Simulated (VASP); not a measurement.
# Au (P-1) in VASP: single point with PBEsol

Aim: the single point of Au with PBEsol.

All numbers are computed with VASP 6.6.1; they aren't measurements. Logs are shortened: lines on timing, memory, paths and dates and some standing lists are left out, and cuts for length are marked.

## 1. The cell of the first run

The typed cell holds 2 atoms: a = 2.846 Å, b = 2.894 Å, c = 5.422 Å, α = 104.90°, β = 102.80°, γ = 90.97°.

## 2. Single point, PBEsol (atoms moved at random and the cell strained at random)

Input file INCAR:

```
SYSTEM = Au
PREC = Accurate ; ENCUT = 520
EDIFF = 1E-6 ; ISMEAR = 0
SIGMA = 0.1 ; LREAL = .FALSE.
LASPH = .TRUE. ; NELM = 100
ALGO = Normal ; ISIF = 2
LWAVE = .FALSE. ; LCHARG = .FALSE.
GGA = PS ; NBANDS = 18
```

Input file KPOINTS:

```
regular mesh
0
G
  16 16 8
  0 0 0
```

Input file POSCAR:

```
Au
1.0
    2.8462623533     -0.0179346653     -0.0188356218
   -0.0310614928      2.8931919584     -0.0563169205
   -1.1757193869     -1.3072975986      5.1285123212
Au
2
Direct
    0.3431106143      0.2933686066      0.7648218185
    0.6568893857      0.7066313934      0.2351781815
```

Potentials or basis: VASP PAW PBE potentials, release 64 (Au).

Command:

```console
$ cat potpaw_PBE.64/Au/POTCAR > POTCAR
$ mpirun -np 1 vasp_std > vasp.out
```

OUTCAR:

```text
SYSTEM = Au
   PREC = Accurate
   ENCUT = 520
   EDIFF = 1E-6
   ISMEAR = 0
   LREAL = .FALSE.
   LASPH = .TRUE.
   NELM = 100
   ISIF = 2
   GGA = PS

 ion  position               nearest neighbor table
   1  0.343  0.293  0.765-   2 2.47   2 3.14   2 3.26   2 3.38   2 3.53   2 3.58
   2  0.657  0.707  0.235-   1 2.47   1 3.14   1 3.26   1 3.38   1 3.53   1 3.58

  LATTYP: Found a triclinic cell.
 ALAT       =     2.8463811791
 B/A-ratio  =     1.4380695063
 C/A-ratio  =     2.8186752975
 COS(alpha) =     0.0021128152
 COS(beta)  =     0.5476186198
 COS(gamma) =     0.7073272367

  Lattice vectors:

 A1 = (  -2.8462623533,   0.0179346653,   0.0188356218)
 A2 = (  -2.8773238461,   2.9111266237,  -0.0374812987)
 A3 = (  -4.4546823341,  -4.4432169876,  -4.9782072366)

Analysis of symmetry for initial positions (statically):
=====================================================================
 Subroutine PRICEL returns:
 Original cell was already a primitive cell.

 Routine SETGRP: Setting up the symmetry group for a
 triclinic supercell.

 Subroutine GETGRP returns: Found  2 space group operations
 (whereof  2 operations were pure point group operations)
 out of a pool of  2 trial point group operations.

The static configuration has the point symmetry S_2 .

Analysis of symmetry for dynamics (positions and initial velocities):
=====================================================================
 Subroutine PRICEL returns:
 Original cell was already a primitive cell.

 Routine SETGRP: Setting up the symmetry group for a
 triclinic supercell.

 Subroutine GETGRP returns: Found  2 space group operations
 (whereof  2 operations were pure point group operations)
 out of a pool of  2 trial point group operations.

The dynamic configuration has the point symmetry S_2 .

 Subroutine INISYM returns: Found  2 space group operations
 (whereof  2 operations are pure point group operations),
 and found     1 'primitive' translations

----------------------------------------------------------------------------------------

                                     Primitive cell

  volume of cell :      41.9538

  direct lattice vectors                    reciprocal lattice vectors
     2.846262353 -0.017934665 -0.018835622     0.351914788  0.005375255  0.082047204
    -0.031061493  2.893191958 -0.056316920     0.002779296  0.347405026  0.089193396
    -1.175719387 -1.307297599  5.128512321     0.001323007  0.003834646  0.196269102

  length of vectors
     2.846381179  2.893906723  5.421529463     0.361392661  0.358682921  0.196311017

  position of ions in fractional coordinates (direct lattice)
     0.343110614  0.293368607  0.764821819
     0.656889386  0.706631393  0.235178181

  ion indices of the primitive-cell ions
   primitive index   ion index
                 1           1
                 2           2

----------------------------------------------------------------------------------------

 KPOINTS: regular mesh

Automatic generation of k-mesh.
 Grid dimensions read from file:
 generate k-points for:   16   16    8

 Generating k-lattice:

  Cartesian coordinates                     Fractional coordinates (reciprocal lattice)
     0.021994674  0.000335953  0.005127950     0.062500000  0.000000000  0.000000000
     0.000173706  0.021712814  0.005574587    -0.000000000  0.062500000  0.000000000
     0.000165376  0.000479331  0.024533638     0.000000000  0.000000000  0.125000000

  Length of vectors
     0.022587041  0.022417683  0.024538877

  Shift w.r.t. Gamma in fractional coordinates (k-lattice)
     0.000000000  0.000000000  0.000000000

 Subroutine IBZKPT returns following result:
 ===========================================

 Found   1028 irreducible k-points:

 Following reciprocal coordinates:
            Coordinates               Weight
  0.000000  0.000000  0.000000      1.000000
  0.062500  0.000000  0.000000      2.000000
  0.125000  0.000000  0.000000      2.000000
  0.187500  0.000000  0.000000      2.000000
  0.250000  0.000000  0.000000      2.000000
  0.312500  0.000000  0.000000      2.000000
[... 16 lines left out ...]
 -0.187500  0.062500 -0.000000      2.000000
 -0.125000  0.062500 -0.000000      2.000000
 [... further k-points ...]
   k-points           NKPTS =   1028   k-points in BZ     NKDIM =   1028   number of bands    NBANDS=     18
   number of dos      NEDOS =    301   number of ions     NIONS =      2
   total plane-waves  NPLWV =  23040
   dimension x,y,z NGX =    24 NGY =   24 NGZ =   40
   dimension x,y,z NGXF=    48 NGYF=   48 NGZF=   80
   ions per type =               2
   NGX,Y,Z   is equivalent  to a cutoff of  14.02, 13.79, 12.27 a.u.
   NGXF,Y,Z  is equivalent  to a cutoff of  28.03, 27.57, 24.53 a.u.
 SYSTEM =  Au
   PREC   = accura    normal or accurate (medium, high low for compatibility)
   ISTART =      0    job   : 0-new  1-cont  2-samecut
   ICHARG =      2    charge: 1-file 2-atom 10-const
   ISPIN  =      1    spin polarized calculation?
   LNONCOLLINEAR =      F non collinear calculations
   LSORBIT =      F    spin-orbit coupling
   LASPH  =      T    aspherical Exc in radial PAW
   ENCUT  =  520.0 eV  38.22 Ry    6.18 a.u.   5.29  5.38 10.08*2*pi/ulx,y,z
   NELM   =    100;   NELMIN=  2; NELMDL= -5     # of ELM steps
   EDIFF  = 0.1E-05   stopping-criterion for ELM
   LREAL  =      F    real-space projection
   EDIFFG = 0.1E-04   stopping-criterion for IOM
   NSW    =      0    number of steps for IOM
   IBRION =     -1    ionic relax: 0-MD 1-quasi-New 2-CG
   NFREE  =      0    steps in history (QN), initial steepest desc. (CG)
   ISIF   =      2    stress and relaxation
   ISYM   =      2    0-nonsym 1-usesym 2-fastsym
   POTIM  = 0.5000    time-step for ionic-motion
   TEBEG  =    0.0;   TEEND  =   0.0 temperature during run
   PSTRESS=    0.0 pullay stress
   NELECT =      22.0000    total number of electrons
   NUPDOWN=      -1.0000    fix difference up-down
   EMIN   =  10.00;   EMAX   =-10.00  energy-range for DOS
   EFERMI =   0.00;   METHOD = LEGACY
   ISMEAR =     0;   SIGMA  =   0.10  broadening in eV -4-tet -1-fermi 0-gaus
   EFERMI_NEDOS =   21; number of points for ismear=-14 and -15
   IALGO  =     38    algorithm
   IMIX   =      4    mixing-type and parameters
     AMIX     =   0.40;   BMIX     =  1.00
     AMIX_MAG =   1.60;   BMIX_MAG =  1.00
  volume/ion in A,a.u.               =      20.98       141.56
  Fermi-wavevector in a.u.,A,eV,Ry     =   1.320157  2.494734 23.712415  1.742813
  Thomas-Fermi vector in A             =   2.450003
   LORBIT       =      0    0 simple, 1 ext, 2 COOP (PROOUT), +10 PAW based schemes
   GGA     = PS    functional components
   LHFCALC =     F    Hartree Fock is set to
   AEXX    =    0.0000 exact exchange contribution
   IVDW    =     0    specifies the selected vdW correction
   LEPSILON=     F    determine dielectric tensor
   LRPA    =     F    only Hartree local field effects (RPA)
 non-spin polarized calculation
 Gauss-broadening in eV      SIGMA  =   0.10
  energy-cutoff  :      520.00
  volume of cell :       41.95
 maximum number of plane-waves:      1146
 NGX is ok and might be reduce to    24
   NGX = 11   NGY = 11   NGZ = 21

 number of electron      22.0000000 magnetization

 Free energy of the ion-electron system (eV)
  ---------------------------------------------------
  ext. energy  EPLUGINS =         0.00000000
  ---------------------------------------------------
  free energy    TOTEN  =        -6.92886230 eV

  energy without entropy =       -6.92602309  energy(sigma->0) =       -6.92744270

 E-fermi :   6.0805     XC(G=0): -11.5917

 val. band max:        6.0803909678   @ k =   0.0000   0.0000   0.0000
 cond. band min:       6.0806129566   @ k =  -0.3125   0.1250   0.3750
 fundamental gap:      0.0002219888
 Fermi energy:         6.0805294494

 k-point     1 :       0.0000    0.0000    0.0000
  band No.  band energies     occupation
      1      -1.8105      2.00000
      2       0.6178      2.00000
      3       0.8607      2.00000
      4       0.9531      2.00000
      5       1.0035      2.00000
      6       3.2971      2.00000
[... 10 lines left out ...]
     17      20.7468      0.00000
     18      22.5549      0.00000

 k-point     2 :       0.0625    0.0000    0.0000
  band No.  band energies     occupation
      1      -1.7178      2.00000
      2       0.6699      2.00000
      3       0.9064      2.00000
      4       0.9841      2.00000
      5       1.0771      2.00000
      6       3.1355      2.00000
[... 10 lines left out ...]
     17      20.3418      0.00000
     18      22.8022      0.00000

 k-point     3 :       0.1250    0.0000    0.0000
  band No.  band energies     occupation
      1      -1.4499      2.00000
      2       0.7825      2.00000
      3       0.9876      2.00000
      4       1.1138      2.00000
      5       1.3405      2.00000
      6       2.7579      2.00000
[... 10 lines left out ...]
     17      20.1115      0.00000
     18      23.1131      0.00000

 k-point     4 :       0.1875    0.0000    0.0000
  band No.  band energies     occupation
      1      -1.0394      2.00000
      2       0.8905      2.00000
      3       1.0789      2.00000
      4       1.3470      2.00000
      5       1.7822      2.00000
      6       2.3903      2.00000
[... 10 lines left out ...]
     17      20.8228      0.00000
     18      23.4953      0.00000

 k-point     5 :       0.2500    0.0000    0.0000
  band No.  band energies     occupation
      1      -0.5433      2.00000
      2       0.9844      2.00000
      3       1.1784      2.00000
      4       1.4568      2.00000
      5       2.2313      2.00000
      6       2.3984      2.00000
[... 10 lines left out ...]
     17      21.6694      0.00000
     18      22.9982      0.00000

 k-point     6 :       0.3125    0.0000    0.0000
  band No.  band energies     occupation
      1      -0.0374      2.00000
      2       1.0504      2.00000
      3       1.2650      2.00000
      4       1.2927      2.00000
      5       2.6103      2.00000
      6       2.7185      2.00000
[... 10 lines left out ...]
     17      21.9153      0.00000
     18      22.4982      0.00000

 k-point     7 :       0.3750    0.0000    0.0000
  band No.  band energies     occupation
      1       0.3997      2.00000
      2       0.9714      2.00000
      3       1.2206      2.00000
      4       1.3455      2.00000
      5       2.5798      2.00000
      6       3.1049      2.00000
[... 10 lines left out ...]
     17      22.6192      0.00000
     18      23.0811      0.00000

 k-point     8 :       0.4375   -0.0000    0.0000
  band No.  band energies     occupation
      1       0.7002      2.00000
      2       0.8421      2.00000
      3       1.2641      2.00000
      4       1.3792      2.00000
      5       2.5041      2.00000
      6       3.1334      2.00000
[... 10 lines left out ...]
     17      22.6537      0.00000
     18      23.5935      0.00000
[... 229 lines left out ...]
     17      22.0414      0.00000
     18      23.0688      0.00000

 k-point    20 :      -0.3750    0.0625   -0.0000
  band No.  band energies     occupation
      1       0.3724      2.00000
      2       0.9858      2.00000
      3       1.2959      2.00000
      4       1.4023      2.00000
      5       2.5323      2.00000
      6       2.9046      2.00000
[... 10 lines left out ...]
     17      21.6086      0.00000
     18      22.8785      0.00000

 k-point    21 :      -0.3125    0.0625   -0.0000
  band No.  band energies     occupation
      1      -0.0505      2.00000
      2       1.0822      2.00000
      3       1.3046      2.00000
      4       1.3305      2.00000
      5       2.5600      2.00000
      6       2.7041      2.00000
[... 10 lines left out ...]
     17      21.9173      0.00000
     18      22.3390      0.00000

 k-point    22 :      -0.2500    0.0625   -0.0000
  band No.  band energies     occupation
      1      -0.5381      2.00000
      2       1.0613      2.00000
      3       1.1926      2.00000
      4       1.4690      2.00000
      5       2.2080      2.00000
      6       2.4053      2.00000
[... 10 lines left out ...]
     17      21.0947      0.00000
     18      23.4276      0.00000

 k-point    23 :      -0.1875    0.0625   -0.0000
  band No.  band energies     occupation
      1      -1.0122      2.00000
      2       0.9958      2.00000
      3       1.0725      2.00000
      4       1.3927      2.00000
      5       1.7333      2.00000
      6       2.3821      2.00000
[... 10 lines left out ...]
     17      20.2328      0.00000
     18      23.7132      0.00000

 k-point    24 :      -0.1250    0.0625   -0.0000
  band No.  band energies     occupation
      1      -1.4007      2.00000
      2       0.8969      2.00000
      3       0.9712      2.00000
      4       1.1769      2.00000
      5       1.3101      2.00000
      6       2.6997      2.00000
[... 10 lines left out ...]
     17      19.5802      0.00000
     18      23.2972      0.00000

 [... further k-points ...]

------------------------ aborting loop because EDIFF is reached ----------------------------------------

  FORCE on cell =-STRESS in cart. coord.  units (eV):
  Direction    XX          YY          ZZ          XY          YZ          ZX
  --------------------------------------------------------------------------------------
  -------------------------------------------------------------------------------------
  Total       -3.3915888     -3.5083252      1.1964703      0.2312326      1.0648182      0.6873753
  in kB     -129.5218143   -133.9798746     45.6921545      8.8305705     40.6644778     26.2502609
  external PRESSURE =     -72.6031781 kB  Pullay stress =       0.0000000 kB

 VOLUME and BASIS-vectors are now :
 -----------------------------------------------------------------------------
  energy-cutoff  :      520.00
  volume of cell :       41.95
      direct lattice vectors                 reciprocal lattice vectors
     2.846262353 -0.017934665 -0.018835622     0.351914788  0.005375255  0.082047204
    -0.031061493  2.893191958 -0.056316920     0.002779296  0.347405026  0.089193396
    -1.175719387 -1.307297599  5.128512321     0.001323007  0.003834646  0.196269102

 POSITION                                       TOTAL-FORCE (eV/Angst)
 -----------------------------------------------------------------------------------
      0.06825     -0.15723      3.89941        -0.360338     -0.643570     -2.470503
      1.57123      1.72519      1.15395         0.360338      0.643570      2.470503
 -----------------------------------------------------------------------------------
    total drift:                               -0.000000     -0.000000      0.000000

  FREE ENERGIE OF THE ION-ELECTRON SYSTEM (eV)
  ---------------------------------------------------
  free  energy   TOTEN  =        -6.9288622997 eV

  energy  without entropy=       -6.9260230912  energy(sigma->0) =       -6.92744270
```

Wall time 4.7 min (1 thread of Intel Xeon Platinum 8259CL at 2.50GHz (Skylake/Cascade Lake), shared host); peak memory 0.68 GiB.

What came out:

```
Free energy            : -6.9289 eV
Pressure               : -7.3 GPa
Largest force          : 2.578 eV/Å
Band gap on the k mesh : zero (band 11 reaches 9.75 eV, above the bottom of band 12 at 4.42 eV)
```

Forces on the atoms (eV/Å):
```
Au  -0.360 -0.644 -2.471
Au   0.360  0.644  2.471
```

Stress tensor (GPa, compression positive):
```
-12.95   0.88   2.63
  0.88 -13.40   4.07
  2.63   4.07   4.57
```

Levels at points of the mesh, in eV from the Fermi level:
| k point | band 7 | band 8 | band 9 | band 10 | band 11 | band 12 | band 13 | band 14 | band 15 | band 16 |
| --- | --- | --- | --- | --- | --- | --- | --- | --- | --- | --- |
| (0.00, 0.00, 0.00) | -2.59 | -2.11 | -2.01 | -1.78 | -1.67 | 0.00 | 2.69 | 13.24 | 13.33 | 14.56 |
| (0.50, 0.00, 0.00) | -2.96 | -2.65 | -2.14 | -1.88 | 0.49 | 1.23 | 3.42 | 4.30 | 8.04 | 12.47 |
| (0.00, 0.50, 0.00) | -2.90 | -2.60 | -2.39 | -1.51 | 0.51 | 0.88 | 3.43 | 3.51 | 9.06 | 11.98 |
| (0.50, 0.50, 0.00) | -2.26 | -0.97 | -0.86 | -0.79 | 2.84 | 4.69 | 5.08 | 5.62 | 7.36 | 8.28 |
| (0.00, 0.00, 0.50) | -3.18 | -2.70 | -2.00 | -1.80 | -1.69 | -1.49 | 8.66 | 10.67 | 12.67 | 13.13 |
| (0.50, 0.00, 0.50) | -2.66 | -2.48 | -1.85 | -1.29 | 0.08 | 1.49 | 2.13 | 4.22 | 8.21 | 14.43 |
| (0.00, 0.50, 0.50) | -2.57 | -2.10 | -1.90 | -0.97 | -0.49 | 1.21 | 1.76 | 4.59 | 7.43 | 13.91 |
| (0.50, 0.50, 0.50) | -2.52 | -1.63 | -0.87 | -0.83 | 3.60 | 4.92 | 4.99 | 5.85 | 7.00 | 8.05 |

Caveat: the cell differs from its parent crystal (atoms moved at random and the cell strained at random); the PAW data sets were made with another functional, which shifts forces and pressure a little; spin-orbit coupling is left out, which moves the levels of the heavy elements.
